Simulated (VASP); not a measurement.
# AlOs in VASP: single point with PBEsol

Aim: the single point of AlOs with PBEsol.

Program: VASP 6.6.1. These are calculated values, not measurements. Logs are shortened: lines on timing, memory, paths and dates and some standing lists are left out, and cuts for length are marked.

## (1) The cell of the first run

The cell holds a slab with vacuum, 12 atoms: a = 4.240 Å, b = 4.240 Å, c = 25.520 Å, α = 90.00°, β = 90.00°, γ = 60.00°.

## (2) Single point, PBEsol

Contents of INCAR:

```
ALGO = Normal
DIPOL = 0.5 0.5 0.500
EDIFF = 1E-6
ENCUT = 420
GGA = PS
GGA_COMPAT = False
IDIPOL = 3
ISIF = 2
ISMEAR = -1
LASPH = True
LCHARG = False
LDIPOL = True
LREAL = False
LWAVE = False
NBANDS = 69
NELM = 120
NELMDL = -8
PREC = Accurate
SIGMA = 0.02
```

Contents of KPOINTS:

```
k-points
0
Gamma
  5 5 1
```

Contents of POSCAR:

```
AlOs
1.0
    4.2396877809      0.0000000000      0.0000000000
    2.1198438905      3.6716773224      0.0000000000
    0.0000000000      0.0000000000     25.5196490876
Al Os
6 6
Direct
    0.0000000000      0.0000000000      0.3134839344
    0.6666666667      0.6666666667      0.3813079582
    0.3333333333      0.3333333333      0.4491319821
    0.0000000000      0.0000000000      0.5169560060
    0.6666666667      0.6666666667      0.5847800298
    0.3333333333      0.3333333333      0.6526040537
    0.3333333333      0.3333333333      0.3473959463
    1.0000000000      0.0000000000      0.4152199702
    0.6666666667      0.6666666667      0.4830439940
    0.3333333333      0.3333333333      0.5508680179
    1.0000000000      0.0000000000      0.6186920418
    0.6666666667      0.6666666667      0.6865160656
```

Potentials or basis: VASP PAW PBE potentials, release 64 (Al, Os_sv_GW).

Launch:

```bash
cat potpaw_PBE.64/Al/POTCAR potpaw_PBE.64/Os_sv_GW/POTCAR > POTCAR
mpirun -np 1 vasp_std > vasp.out
```

OUTCAR:

```text
EDIFF = 1E-6
   ENCUT = 420
   GGA = PS
   ISIF = 2
   ISMEAR = -1
   LASPH = True
   LREAL = False
   NELM = 120
   NELMDL = -8
   PREC = Accurate

 ion  position               nearest neighbor table
   1  0.000  0.000  0.313-   7 2.60   7 2.60   7 2.60   8 2.60   2 3.00   2 3.00   2 3.00
   2  0.667  0.667  0.381-   7 2.60   7 2.60   9 2.60   7 2.60   8 2.60   8 2.60   8 2.60   1 3.00
                             1 3.00   1 3.00   3 3.00   3 3.00   3 3.00
   3  0.333  0.333  0.449-   9 2.60   9 2.60   8 2.60   8 2.60   8 2.60   7 2.60  10 2.60   9 2.60
                             2 3.00   2 3.00   4 3.00   4 3.00   4 3.00   2 3.00
   4  0.000  0.000  0.517-  10 2.60  10 2.60  10 2.60   8 2.60  11 2.60   9 2.60   9 2.60   9 2.60
                             5 3.00   5 3.00   5 3.00   3 3.00   3 3.00   3 3.00
   5  0.667  0.667  0.585-  10 2.60  10 2.60   9 2.60  12 2.60  10 2.60  11 2.60  11 2.60  11 2.60
                             4 3.00   4 3.00   4 3.00   6 3.00   6 3.00   6 3.00
   6  0.333  0.333  0.653-  12 2.60  12 2.60  11 2.60  11 2.60  11 2.60  10 2.60  12 2.60   5 3.00
                             5 3.00   5 3.00
   7  0.333  0.333  0.347-   2 2.60   2 2.60   1 2.60   1 2.60   1 2.60   3 2.60   2 2.60   8 3.00
                             8 3.00   8 3.00
   8  0.000  0.000  0.415-   3 2.60   3 2.60   3 2.60   1 2.60   4 2.60   2 2.60   2 2.60   2 2.60
                             9 3.00   9 3.00   9 3.00   7 3.00   7 3.00   7 3.00
   9  0.667  0.667  0.483-   3 2.60   3 2.60   2 2.60   5 2.60   3 2.60   4 2.60   4 2.60   4 2.60
                             8 3.00   8 3.00   8 3.00  10 3.00  10 3.00  10 3.00
  10  0.333  0.333  0.551-   5 2.60   5 2.60   4 2.60   4 2.60   4 2.60   3 2.60   6 2.60   5 2.60
                             9 3.00   9 3.00  11 3.00  11 3.00  11 3.00   9 3.00
  11  0.000  0.000  0.619-   6 2.60   6 2.60   6 2.60   4 2.60   5 2.60   5 2.60   5 2.60  12 3.00
                            12 3.00  12 3.00  10 3.00  10 3.00  10 3.00
  12  0.667  0.667  0.687-   6 2.60   6 2.60   5 2.60   6 2.60  11 3.00  11 3.00  11 3.00

  LATTYP: Found a hexagonal cell.
 ALAT       =     4.2396877809
 C/A-ratio  =     6.0192283975

  Lattice vectors:

 A1 = (  -2.1198438905,  -3.6716773224,   0.0000000000)
 A2 = (   4.2396877809,   0.0000000000,   0.0000000000)
 A3 = (   0.0000000000,   0.0000000000,  25.5196490876)

Analysis of symmetry for initial positions (statically):
=====================================================================
 Subroutine PRICEL returns:
 Original cell was already a primitive cell.

 Routine SETGRP: Setting up the symmetry group for a
 hexagonal supercell.

 Subroutine GETGRP returns: Found  6 space group operations
 (whereof  6 operations were pure point group operations)
 out of a pool of 24 trial point group operations.

The static configuration has the point symmetry C_3v.

Analysis of symmetry for dynamics (positions and initial velocities):
=====================================================================
 Subroutine PRICEL returns:
 Original cell was already a primitive cell.

 Routine SETGRP: Setting up the symmetry group for a
 hexagonal supercell.

 Subroutine GETGRP returns: Found  6 space group operations
 (whereof  6 operations were pure point group operations)
 out of a pool of 24 trial point group operations.

The dynamic configuration has the point symmetry C_3v.

 Subroutine INISYM returns: Found  6 space group operations
 (whereof  6 operations are pure point group operations),
 and found     1 'primitive' translations

----------------------------------------------------------------------------------------

                                     Primitive cell

  volume of cell :     397.2584

  direct lattice vectors                    reciprocal lattice vectors
     4.239687781  0.000000000  0.000000000     0.235866425 -0.136177544  0.000000000
     2.119843890  3.671677322  0.000000000     0.000000000  0.272355088  0.000000000
     0.000000000  0.000000000 25.519649088     0.000000000  0.000000000  0.039185492

  length of vectors
     4.239687781  4.239687781 25.519649088     0.272355088  0.272355088  0.039185492

  position of ions in fractional coordinates (direct lattice)
     0.000000000  0.000000000  0.313483934
     0.666666667  0.666666667  0.381307958
     0.333333333  0.333333333  0.449131982
     0.000000000  0.000000000  0.516956006
     0.666666667  0.666666667  0.584780030
     0.333333333  0.333333333  0.652604054
     0.333333333  0.333333333  0.347395946
     0.000000000  0.000000000  0.415219970
     0.666666667  0.666666667  0.483043994
[... 38 lines left out ...]
     0.000000000  0.000000000  0.000000000

 Subroutine IBZKPT returns following result:
 ===========================================

 Found      5 irreducible k-points:

 Following reciprocal coordinates:
            Coordinates               Weight
  0.000000  0.000000  0.000000      1.000000
  0.200000  0.000000  0.000000      6.000000
  0.400000 -0.000000  0.000000      6.000000
  0.400000  0.200000  0.000000      6.000000
 -0.400000  0.200000  0.000000      6.000000
   k-points           NKPTS =      5   k-points in BZ     NKDIM =      5   number of bands    NBANDS=     69
   number of dos      NEDOS =    301   number of ions     NIONS =     12
   total plane-waves  NPLWV = 141120
   dimension x,y,z NGX =    28 NGY =   28 NGZ =  180
   dimension x,y,z NGXF=    56 NGYF=   56 NGZF=  360
   ions per type =               6   6
   NGX,Y,Z   is equivalent  to a cutoff of  10.98, 10.98, 11.73 a.u.
   NGXF,Y,Z  is equivalent  to a cutoff of  21.96, 21.96, 23.45 a.u.
 SYSTEM =  unknown system
   PREC   = accura    normal or accurate (medium, high low for compatibility)
   ISTART =      0    job   : 0-new  1-cont  2-samecut
   ICHARG =      2    charge: 1-file 2-atom 10-const
   ISPIN  =      1    spin polarized calculation?
   LNONCOLLINEAR =      F non collinear calculations
   LSORBIT =      F    spin-orbit coupling
   LASPH  =      T    aspherical Exc in radial PAW
   ENCUT  =  420.0 eV  30.87 Ry    5.56 a.u.   7.08  7.08 42.64*2*pi/ulx,y,z
   NELM   =    120;   NELMIN=  2; NELMDL= -8     # of ELM steps
   EDIFF  = 0.1E-05   stopping-criterion for ELM
   LREAL  =      F    real-space projection
   EDIFFG = 0.1E-04   stopping-criterion for IOM
   NSW    =      0    number of steps for IOM
   IBRION =     -1    ionic relax: 0-MD 1-quasi-New 2-CG
   NFREE  =      0    steps in history (QN), initial steepest desc. (CG)
   ISIF   =      2    stress and relaxation
   ISYM   =      2    0-nonsym 1-usesym 2-fastsym
   POTIM  = 0.5000    time-step for ionic-motion
   TEBEG  =    0.0;   TEEND  =   0.0 temperature during run
   PSTRESS=    0.0 pullay stress
   NELECT =     114.0000    total number of electrons
   NUPDOWN=      -1.0000    fix difference up-down
   EMIN   =  10.00;   EMAX   =-10.00  energy-range for DOS
   EFERMI =   0.00;   METHOD = LEGACY
   ISMEAR =    -1;   SIGMA  =   0.02  broadening in eV -4-tet -1-fermi 0-gaus
   EFERMI_NEDOS =   21; number of points for ismear=-14 and -15
   IALGO  =     38    algorithm
   IMIX   =      4    mixing-type and parameters
     AMIX     =   0.40;   BMIX     =  1.00
     AMIX_MAG =   1.60;   BMIX_MAG =  1.00
  volume/ion in A,a.u.               =      33.10       223.40
  Fermi-wavevector in a.u.,A,eV,Ry     =   1.079822  2.040567 15.864599  1.166015
  Thomas-Fermi vector in A             =   2.215797
   LORBIT       =      0    0 simple, 1 ext, 2 COOP (PROOUT), +10 PAW based schemes
   GGA     = PS    functional components
   LHFCALC =     F    Hartree Fock is set to
   AEXX    =    0.0000 exact exchange contribution
   IVDW    =     0    specifies the selected vdW correction
   LEPSILON=     F    determine dielectric tensor
   LRPA    =     F    only Hartree local field effects (RPA)
 non-spin polarized calculation
  energy-cutoff  :      420.00
  volume of cell :      397.26
 maximum number of plane-waves:      7805
   NGX = 15   NGY = 15   NGZ = 85

 dipolmoment           0.000000      0.000000      0.008928 electrons x Angstroem

 number of electron     114.0000000 magnetization

 dipolmoment           0.000000      0.000000     -0.021379 electrons x Angstroem

 Free energy of the ion-electron system (eV)
  ---------------------------------------------------
  ext. energy  EPLUGINS =         0.00000000
  ---------------------------------------------------
  free energy    TOTEN  =      -101.99120173 eV

  energy without entropy =     -101.96720697  energy(sigma->0) =     -101.97920435

 E-fermi :   1.9219     XC(G=0):  -6.2178

 val. band max:        1.8898841737   @ k =   0.4000   0.2000   0.0000
 cond. band min:       1.9237016049   @ k =   0.4000   0.2000   0.0000
 fundamental gap:      0.0338174312
 Fermi energy:         1.9219225343

 k-point     1 :       0.0000    0.0000    0.0000
  band No.  band energies     occupation
      1     -83.5106      2.00000
      2     -83.4667      2.00000
      3     -83.3766      2.00000
      4     -83.3213      2.00000
      5     -83.0858      2.00000
      6     -83.0685      2.00000
[... 349 lines left out ...]
     68       5.4830      0.00000
     69       5.9697      0.00000

------------------------ aborting loop because EDIFF is reached ----------------------------------------

 vacuum level on the upper side and lower side of the slab       (xc-potential included)        -0.254         0.000

  FORCE on cell =-STRESS in cart. coord.  units (eV):
  Direction    XX          YY          ZZ          XY          YZ          ZX
  --------------------------------------------------------------------------------------
  -------------------------------------------------------------------------------------
  Total       -9.8133586     -9.8133586     -6.3049317     -0.0000000      0.0000000      0.0000000
  in kB      -39.5781208    -39.5781208    -25.4283330     -0.0000000      0.0000000      0.0000000
  external PRESSURE =     -34.8615249 kB  Pullay stress =       0.0000000 kB

 VOLUME and BASIS-vectors are now :
 -----------------------------------------------------------------------------
  energy-cutoff  :      420.00
  volume of cell :      397.26
      direct lattice vectors                 reciprocal lattice vectors
     4.239687781  0.000000000  0.000000000     0.235866425 -0.136177544  0.000000000
     2.119843890  3.671677322  0.000000000     0.000000000  0.272355088  0.000000000
     0.000000000  0.000000000 25.519649088     0.000000000  0.000000000  0.039185492

 POSITION                                       TOTAL-FORCE (eV/Angst)
 -----------------------------------------------------------------------------------
      0.00000      0.00000      8.00000         0.000000      0.000000      0.323284
      4.23969      2.44778      9.73085         0.000000      0.000000     -0.245629
      2.11984      1.22389     11.46169         0.000000      0.000000     -0.090354
      0.00000      0.00000     13.19254         0.000000      0.000000     -0.019327
      4.23969      2.44778     14.92338         0.000000      0.000000      0.275342
      2.11984      1.22389     16.65423         0.000000      0.000000      0.359775
      2.11984      1.22389      8.86542        -0.000000      0.000000      0.231124
      0.00000      0.00000     10.59627         0.000000      0.000000     -0.016565
      4.23969      2.44778     12.32711         0.000000      0.000000     -0.103189
      2.11984      1.22389     14.05796         0.000000      0.000000      0.226005
      0.00000      0.00000     15.78880         0.000000      0.000000      0.972470
      4.23969      2.44778     17.51965        -0.000000     -0.000000     -1.912935
 -----------------------------------------------------------------------------------
    total drift:                                0.000000      0.000000     -0.001354

  FREE ENERGIE OF THE ION-ELECTRON SYSTEM (eV)
  ---------------------------------------------------
  free  energy   TOTEN  =      -101.9912017280 eV

  energy  without entropy=     -101.9672069740  energy(sigma->0) =     -101.97920435

 vacuum level on the upper side and lower side of the slab         6.235         6.493
```

It took 19 min on 1 thread of AMD EPYC 7R43 (Zen 3), shared host; peak memory 0.33 GiB.

What came out:

```
Free energy            : -101.9912 eV
Largest force          : 1.913 eV/Å
Band gap on the k mesh : zero (bands 57 and 58 overlap by 0.47 eV)
```

Forces on the atoms (eV/Å):
```
Al   0.000  0.000  0.323
Al   0.000  0.000 -0.246
Al   0.000  0.000 -0.090
Al   0.000  0.000 -0.019
Al   0.000  0.000  0.275
Al   0.000  0.000  0.360
Os   0.000  0.000  0.231
Os   0.000  0.000 -0.017
Os   0.000  0.000 -0.103
Os   0.000  0.000  0.226
Os   0.000  0.000  0.972
Os   0.000  0.000 -1.913
```

Caveat: the PAW data sets were made with another functional, which shifts forces and pressure a little; spin-orbit coupling is left out, which moves the levels of the heavy elements.
